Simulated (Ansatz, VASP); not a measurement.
Given: the input of a run of Ansatz 0.2.0 on MgS.

File input.yaml:

```yaml
crystal:
  lattice:
    - [0.0, 2.60165, 2.60165]
    - [2.60165, 0.0, 2.60165]
    - [2.60165, 2.60165, 0.0]
  atoms:
    - { symbol: S, position: [0.5, 0.5, 0.5] }
    - { symbol: Mg, position: [0.0, 0.0, 0.0] }
kpoints:
  mp_grid: { grid: [5, 5, 5] }
scf:
  occupations: { method: fermi_dirac, width: 0.04 }
hamiltonian:
  xc: pbe
  pseudopotentials: { kind: all_electron, lapw: { basis_error: 0.002 } }
output:
  forces: true
  stress: true
  eigenvalues: true
```

Potentials or basis: all-electron LAPW, scalar-relativistic.

Launch:

```sh
$ ansatz run input.yaml --threads 1 --pin off --max-ram 3072MiB --backend cpu --events-out ev --progress --plain --runs-dir out
```

Q: Translate it to VASP 6.6.1. Potentials there: VASP PAW PBE potentials, release 64 (S, Mg).

A: As run (the cutoff follows the program's own potentials):

Contents of INCAR:

```
SYSTEM = MgS
PREC     = Accurate       ! precision mode
ENCUT    = 520            ! plane-wave cutoff, eV
EDIFF    = 1E-6           ! SCF threshold, eV
ISMEAR   = -1             ! smearing method
SIGMA    = 0.04           ! smearing width, eV
LREAL    = .False.        ! projectors in reciprocal space
LASPH    = .True.         ! aspherical terms in the spheres
NELM     = 80             ! most SCF steps
ALGO     = Normal         ! electronic algorithm
ISIF     = 2              ! what is computed and relaxed
LWAVE    = .False.        ! write WAVECAR
LCHARG   = .False.        ! write CHGCAR
GGA      = PE             ! functional
NBANDS   = 11             ! bands
```

KPOINTS

```
regular mesh
0
Gamma
  5 5 5
  0 0 0
```

Contents of POSCAR:

```
MgS
1.0
    0.0000000000      2.6016500000      2.6016500000
    2.6016500000      0.0000000000      2.6016500000
    2.6016500000      2.6016500000      0.0000000000
S Mg
1 1
Direct
    0.5000000000      0.5000000000      0.5000000000
    0.0000000000      0.0000000000      0.0000000000
```

Potentials or basis: VASP PAW PBE potentials, release 64 (S, Mg).

The run is started by

```sh
$ cat potpaw_PBE.64/S/POTCAR potpaw_PBE.64/Mg/POTCAR > POTCAR
$ mpirun -np 1 vasp_std > vasp.out
```

Both were run:

|  | VASP | Ansatz | Ansatz less VASP |
| --- | --- | --- | --- |
| gap on the k mesh at the Fermi level (eV) | 3.18 | 3.19 | +0.010 |
| least direct gap on the mesh (eV) | 3.71 | 3.71 | +0.008 |
| pressure (GPa) | 1.0 | 1.3 | +0.30 |

Ansatz ran all-electron here, and VASP with PAW potentials.
